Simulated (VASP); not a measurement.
# BeTe in VASP: notebook

BeTe is run at these levels: PBE; tasks: single point.

All numbers are computed with VASP 6.6.1; they aren't measurements. Logs are shortened: lines on timing, memory, paths and dates and some standing lists are left out, and cuts for length are marked.

### Step 1. The cell of the first run

The cell holds a slab with vacuum, 24 atoms: a = 7.835 Å, b = 5.540 Å, c = 20.793 Å, α = 90.00°, β = 90.00°, γ = 90.00°.

### Step 2. Single point, PBE

Input file INCAR:

```
PREC = Accurate
ENCUT = 520
EDIFF = 1E-6
ISMEAR = -1
SIGMA = 0.05
LREAL = Auto
LASPH = T
NELM = 60
ALGO = Normal
ISIF = 2
LWAVE = F
LCHARG = F
GGA = PE
NBANDS = 66
```

Input file KPOINTS:

```
regular mesh
0
Gamma
  2 2 1
```

Input file POSCAR:

```
BeTe
1.0
    7.8347430000      0.0000000000      0.0000000000
    0.0000000000      5.5400000000      0.0000000000
    0.0000000000      0.0000000000     20.7934290000
Be Te
12 12
Direct
    0.0000000000      0.0000000000      0.0480921160
    0.7478739252      0.4632490975      0.1551163110
    0.2491211262      0.5820397112      0.1342972340
    0.5000036376      0.0000000000      0.0480921160
    0.5128821711     -0.0562815884      0.2375942900
    0.2876163264      0.5933032491      0.3373950492
    0.6799712511      0.7287364621      0.3451667351
    0.0117170404      0.0995126354      0.2707057119
   -0.0626695732      0.0535559567      0.4131112766
    0.7906704789      0.5875631769      0.5178559053
    0.2202497261      0.5460108303      0.4981621838
    0.3656405832      0.1878158845      0.4875963459
    0.0461533965      0.2993321300      0.1560877718
    0.2500018188      0.7500000000      0.0480921160
    0.7500054565      0.7500000000      0.0480921160
    0.4693070341      0.2998194946      0.1112130183
    0.4967999588      0.3675812274      0.3437047348
    0.7696232027      0.8001263538      0.2426776267
    0.2642588276      0.7750361011      0.2351800658
    0.0137209351      0.3409747292      0.3510868746
    0.0433071002      0.5066425993      0.5824291895
    0.2204411810      0.9014079422      0.4270772271
    0.6861616265      0.8637545126      0.4510174825
    0.5026967700      0.4591155235      0.5675639165
```

Potentials or basis: VASP PAW PBE potentials, release 64 (Be, Te).

Started as:

```console
$ cat potpaw_PBE.64/Be/POTCAR potpaw_PBE.64/Te/POTCAR > POTCAR
$ mpirun -np 1 vasp_std > vasp.out
```

OUTCAR:

```text
PREC = Accurate
   ENCUT = 520
   EDIFF = 1E-6
   ISMEAR = -1
   LREAL = Auto
   LASPH = T
   NELM = 60
   ISIF = 2
   GGA = PE

 ion  position               nearest neighbor table
   1  0.000  0.000  0.048-  15 2.40  14 2.40  13 2.81
   2  0.748  0.463  0.155-  13 2.51  16 2.53  18 2.61  15 2.73
   3  0.249  0.582  0.134-  14 2.02  13 2.28  19 2.36  16 2.38
   4  0.500  0.000  0.048-  16 2.13  14 2.40  15 2.40
   5  0.513  0.944  0.238-  19 2.16  18 2.17
   6  0.288  0.593  0.337-  17 2.07  19 2.36  20 2.58  22 2.58
   7  0.680  0.729  0.345-  18 2.28  23 2.33  17 2.46
   8  0.012  0.100  0.271-  20 2.14  18 2.59  13 2.64  19 2.77
   9  0.937  0.054  0.413-  20 2.13  23 2.37  22 2.39
  10  0.791  0.588  0.518-  23 2.22  21 2.43  24 2.58
  11  0.220  0.546  0.498-  21 2.24  12 2.30  22 2.46  24 2.69
  12  0.366  0.188  0.488-  11 2.30  22 2.32  24 2.49
  13  0.046  0.299  0.156-   3 2.28   2 2.51   8 2.64   1 2.81  16 3.44  19 3.55
  14  0.250  0.750  0.048-   3 2.02   1 2.40   4 2.40  16 3.30
  15  0.750  0.750  0.048-   1 2.40   4 2.40   2 2.73  16 3.57
  16  0.469  0.300  0.111-   4 2.13   3 2.38   2 2.53  14 3.30  13 3.44  15 3.57
  17  0.497  0.368  0.344-   6 2.07   7 2.46  19 3.68
  18  0.770  0.800  0.243-   5 2.17   7 2.28   8 2.59   2 2.61
  19  0.264  0.775  0.235-   5 2.16   3 2.36   6 2.36   8 2.77  13 3.55  17 3.68
  20  0.014  0.341  0.351-   9 2.13   8 2.14   6 2.58  22 3.32
  21  0.043  0.507  0.582-  11 2.24  10 2.43  24 3.62
  22  0.220  0.901  0.427-  12 2.32   9 2.39  11 2.46   6 2.58  20 3.32
  23  0.686  0.864  0.451-  10 2.22   7 2.33   9 2.37  24 3.60
  24  0.503  0.459  0.568-  12 2.49  10 2.58  11 2.69  23 3.60  21 3.62

  LATTYP: Found a simple orthorhombic cell.
 ALAT       =     5.5400000000
 B/A-ratio  =     1.4142135379
 C/A-ratio  =     3.7533265343

  Lattice vectors:

 A1 = (   0.0000000000,  -5.5400000000,   0.0000000000)
 A2 = (   7.8347430000,   0.0000000000,   0.0000000000)
 A3 = (   0.0000000000,   0.0000000000,  20.7934290000)

Analysis of symmetry for initial positions (statically):
=====================================================================
 Subroutine PRICEL returns:
 Original cell was already a primitive cell.

 Routine SETGRP: Setting up the symmetry group for a
 simple orthorhombic supercell.

 Subroutine GETGRP returns: Found  1 space group operations
 (whereof  1 operations were pure point group operations)
 out of a pool of  8 trial point group operations.

The static configuration has the point symmetry C_1 .

Analysis of symmetry for dynamics (positions and initial velocities):
=====================================================================
[... 140 lines left out ...]
   ISYM   =      2    0-nonsym 1-usesym 2-fastsym
   POTIM  = 0.5000    time-step for ionic-motion
   TEBEG  =    0.0;   TEEND  =   0.0 temperature during run
   PSTRESS=    0.0 pullay stress
   NELECT =      96.0000    total number of electrons
   NUPDOWN=      -1.0000    fix difference up-down
   EMIN   =  10.00;   EMAX   =-10.00  energy-range for DOS
   EFERMI =   0.00;   METHOD = LEGACY
   ISMEAR =    -1;   SIGMA  =   0.05  broadening in eV -4-tet -1-fermi 0-gaus
   EFERMI_NEDOS =   21; number of points for ismear=-14 and -15
   IALGO  =     38    algorithm
   IMIX   =      4    mixing-type and parameters
     AMIX     =   0.40;   BMIX     =  1.00
     AMIX_MAG =   1.60;   BMIX_MAG =  1.00
  volume/ion in A,a.u.               =      37.61       253.77
  Fermi-wavevector in a.u.,A,eV,Ry     =   0.775672  1.465808  8.186187  0.601668
  Thomas-Fermi vector in A             =   1.877989
   LORBIT       =      0    0 simple, 1 ext, 2 COOP (PROOUT), +10 PAW based schemes
   GGA     = PE    functional components
   LHFCALC =     F    Hartree Fock is set to
   AEXX    =    0.0000 exact exchange contribution
   IVDW    =     0    specifies the selected vdW correction
   LEPSILON=     F    determine dielectric tensor
   LRPA    =     F    only Hartree local field effects (RPA)
 non-spin polarized calculation
  energy-cutoff  :      520.00
  volume of cell :      902.53
 maximum number of plane-waves:     24349
 NGX is ok and might be reduce to    60
   NGX = 29   NGY = 21   NGZ = 77

 number of electron      96.0000003 magnetization

 Free energy of the ion-electron system (eV)
  ---------------------------------------------------
  ext. energy  EPLUGINS =         0.00000000
  ---------------------------------------------------
  free energy    TOTEN  =       -77.70219326 eV

  energy without entropy =      -77.70150503  energy(sigma->0) =      -77.70184914

 E-fermi :   1.3083     XC(G=0):  -6.1440

 val. band max:        0.9797918371   @ k =   0.0000   0.0000   0.0000
 cond. band min:       1.6284565576   @ k =   0.0000   0.0000   0.0000
 fundamental gap:      0.6486647205
 Fermi energy:         1.3083393349

 k-point     1 :       0.0000    0.0000    0.0000
  band No.  band energies     occupation
      1     -11.5469      2.00000
      2     -11.1364      2.00000
      3     -10.7394      2.00000
      4     -10.4000      2.00000
      5     -10.2977      2.00000
      6      -9.9051      2.00000
[... 241 lines left out ...]
     59       4.5738      0.00000
     60       4.6148      0.00000
 [bands above 60 left out]

------------------------ aborting loop because EDIFF is reached ----------------------------------------

  FORCE on cell =-STRESS in cart. coord.  units (eV):
  Direction    XX          YY          ZZ          XY          YZ          ZX
  --------------------------------------------------------------------------------------
  -------------------------------------------------------------------------------------
  Total       16.6307586     17.7150519     12.3803530     -5.2807940    -10.7397719     -0.8111058
  in kB       29.5231035     31.4479528     21.9777372     -9.3745229    -19.0653599     -1.4398839
  external PRESSURE =      27.6495978 kB  Pullay stress =       0.0000000 kB

 VOLUME and BASIS-vectors are now :
 -----------------------------------------------------------------------------
  energy-cutoff  :      520.00
  volume of cell :      902.53
      direct lattice vectors                 reciprocal lattice vectors
     7.834743000  0.000000000  0.000000000     0.127636605  0.000000000  0.000000000
     0.000000000  5.540000000  0.000000000     0.000000000  0.180505415  0.000000000
     0.000000000  0.000000000 20.793429000     0.000000000  0.000000000  0.048092116

 POSITION                                       TOTAL-FORCE (eV/Angst)
 -----------------------------------------------------------------------------------
      0.00000      0.00000      1.00000        -0.103020     -0.446289      1.309734
      5.85940      2.56640      3.22540         0.321615      0.458828     -0.905627
      1.95180      3.22450      2.79250         0.205635     -1.715411      3.262283
      3.91740      0.00000      1.00000         0.376562     -2.078788     -0.437670
      4.01830      5.22820      4.94040        -0.231255      2.255510     -0.138081
      2.25340      3.28690      7.01560        -2.426692      1.374007     -0.016593
[... 16 lines left out ...]
      5.37590      4.78520      9.37820         0.405814      1.623080     -0.694906
      3.93850      2.54350     11.80160        -0.189156     -1.012082     -1.116520
 -----------------------------------------------------------------------------------
    total drift:                               -0.008845     -0.006694     -0.021607

  FREE ENERGIE OF THE ION-ELECTRON SYSTEM (eV)
  ---------------------------------------------------
  free  energy   TOTEN  =       -77.7021932551 eV

  energy  without entropy=      -77.7015050326  energy(sigma->0) =      -77.70184914
```

stdout:

```text
POSCAR found type information on POSCAR BeTe
 POSCAR found :  2 types and      24 ions
 scaLAPACK will be used
 LDA part: xc-table for (Slater+PW92), standard interpolation
 POSCAR, INCAR and KPOINTS ok, starting setup
 FFT: planning ... GRIDC
 FFT: planning ... GRID_SOFT
 FFT: planning ... GRID
 WAVECAR not read
 entering main loop
```

Wall time 15 min (1 thread of Intel Xeon 8259CL, shared host); peak memory 0.82 GiB.

Results:

| Quantity | Value |
| --- | --- |
| Free energy | -77.7022 eV |
| Largest force | 5.879 eV/Å |
| Band gap on the k mesh | 0.65 eV |

Forces in eV/Å, atoms in the order of the input:
```
Be  -0.103 -0.446  1.310
Be   0.322  0.459 -0.906
Be   0.206 -1.715  3.262
Be   0.377 -2.079 -0.438
Be  -0.231  2.256 -0.138
Be  -2.427  1.374 -0.017
Be  -0.364 -1.456  0.432
Be   0.264 -1.531 -3.168
Be  -0.284 -1.573  1.528
Be   0.079 -1.219  1.530
Be   0.655  0.916  0.566
Be   1.339  0.676  0.354
Te  -2.644 -1.097 -0.259
Te  -0.668  2.863 -5.091
Te   0.414  0.705 -0.343
Te   1.787  0.811  2.650
Te   2.917 -2.166  0.572
Te   1.788  0.116 -0.516
Te  -1.689  0.610  0.720
Te  -0.457  3.703 -0.307
Te  -1.250 -0.141 -0.500
Te  -0.246 -1.675  0.572
Te   0.406  1.623 -0.695
Te  -0.189 -1.012 -1.117
```

Caveat: the k points lie up to 0.57 Å⁻¹ apart; the atoms stand as in a frame of molecular dynamics; there is no dipole correction, which matters where the two faces differ; semilocal functionals underestimate gaps, and a narrow one can read as zero; spin-orbit coupling is left out, which moves the levels of the heavy elements.

### Step 3. Single point, PBE

Input file INCAR:

```
SYSTEM = BeTe
ALGO = Normal ; EDIFF = 1E-7
ENCUT = 520 ; GGA = PE
ISIF = 2 ; ISMEAR = -1
LASPH = .True. ; LCHARG = .False.
LREAL = Auto ; LWAVE = .False.
NBANDS = 66 ; NELM = 80
PREC = Accurate ; SIGMA = 0.05
```

Input file KPOINTS:

```
k-points
0
Gamma
  2 2 1
  0 0 0
```

Input file POSCAR:

```
BeTe
1.0
    7.8347430000      0.0000000000      0.0000000000
    0.0000000000      5.5400000000      0.0000000000
    0.0000000000      0.0000000000     20.7934290000
Be Te
12 12
Direct
    0.0000000000      0.0000000000      0.0480921160
    0.8020684278      0.6271299639      0.1623974574
    0.2548137188      0.5300180505      0.1542458437
    0.5000036376      0.0000000000      0.0480921160
    0.4934175888      0.0128158845      0.1909978388
    0.4202435230      0.5568953069      0.3339805089
    0.7683851276      0.6308483755      0.3747722418
   -0.0244551736      0.1774548736      0.2581632880
    0.0416605880      0.0692057762      0.4195315741
    0.7974735100      0.6950902527      0.5749412471
    0.2510867300      0.5487364621      0.5564161640
    0.5132395536      0.1490072202      0.4738516192
   -0.0196943282      0.2767689531      0.1387024718
    0.2500018188      0.7500000000      0.0480921160
    0.7500054565      0.7500000000      0.0480921160
    0.5405154962      0.3340252708      0.1352350303
    0.5768153467      0.2500000000      0.3571609089
    0.7559533223      0.8689891697      0.2517045168
    0.2908072415      0.8079602888      0.2450485680
    0.0401034214      0.4444945848      0.3599935345
    0.0395162930      0.5750000000      0.6356767804
    0.2772649977      0.9277256318      0.4833401937
    0.7834207197      0.8494584838      0.4673110914
    0.5238206282      0.4250722022      0.5926680010
```

Potentials or basis: VASP PAW PBE potentials, release 64 (Be, Te).

Started as:

```console
$ cat potpaw_PBE.64/Be/POTCAR potpaw_PBE.64/Te/POTCAR > POTCAR
$ mpirun -np 1 vasp_std > vasp.out
```

Run time: 17 min. Hardware: 1 thread of Intel Xeon 8259CL, shared host; peak memory 0.83 GiB.

It converged, with:

```yaml
Free_energy: -79.9644 eV
Largest_force: 2.348 eV/Å
Band_gap_on_the_k_mesh: 0.24 eV
```

Forces in eV/Å, atoms in the order of the input:
```
Be  -0.094 -0.732  0.701
Be  -0.295 -0.702 -1.139
Be  -0.029 -0.097 -0.509
Be   0.151 -0.227  1.058
Be   0.837 -1.180  1.281
Be  -1.668  1.421 -0.693
Be  -0.440 -0.937 -0.965
Be   0.261 -0.189 -0.016
Be  -0.021 -0.204  0.969
Be  -0.145 -1.295  0.361
Be   0.144  0.882  0.396
Be   1.396  0.676  0.417
Te   1.734  1.068  1.169
Te  -0.067  0.861 -0.601
Te   0.399  0.928 -0.897
Te  -1.192  0.936 -0.940
Te   0.236  0.381  1.036
Te   0.278 -0.258  0.722
Te  -1.012 -0.566  0.658
Te   0.729 -1.249 -1.024
Te  -0.522  0.166 -0.672
Te  -1.498 -0.883 -0.384
Te   0.003  1.406  0.240
Te   0.813 -0.206 -1.170
```

Levels at points of the mesh, in eV from the valence-band top:
| k point | band 45 | band 46 | band 47 | band 48 | band 49 | band 50 | band 51 | band 52 |
| --- | --- | --- | --- | --- | --- | --- | --- | --- |
| (0.00, 0.00, 0.00) | -0.63 | -0.62 | -0.54 | 0.00 | 0.24 | 0.69 | 0.81 | 1.16 |
| (0.50, 0.00, 0.00) | -0.92 | -0.60 | -0.58 | 0.00 | 0.76 | 0.86 | 1.14 | 1.29 |
| (0.00, 0.50, 0.00) | -0.78 | -0.74 | -0.50 | -0.04 | 0.87 | 0.90 | 1.64 | 1.76 |
| (0.50, 0.50, 0.00) | -0.96 | -0.70 | -0.44 | -0.19 | 1.02 | 1.16 | 1.65 | 1.92 |

Caveat: the k points lie up to 0.57 Å⁻¹ apart; the atoms stand as in a frame of molecular dynamics; there is no dipole correction, which matters where the two faces differ; semilocal functionals underestimate gaps, and a narrow one can read as zero; spin-orbit coupling is left out, which moves the levels of the heavy elements.

(Continued in part 2 of 2.)
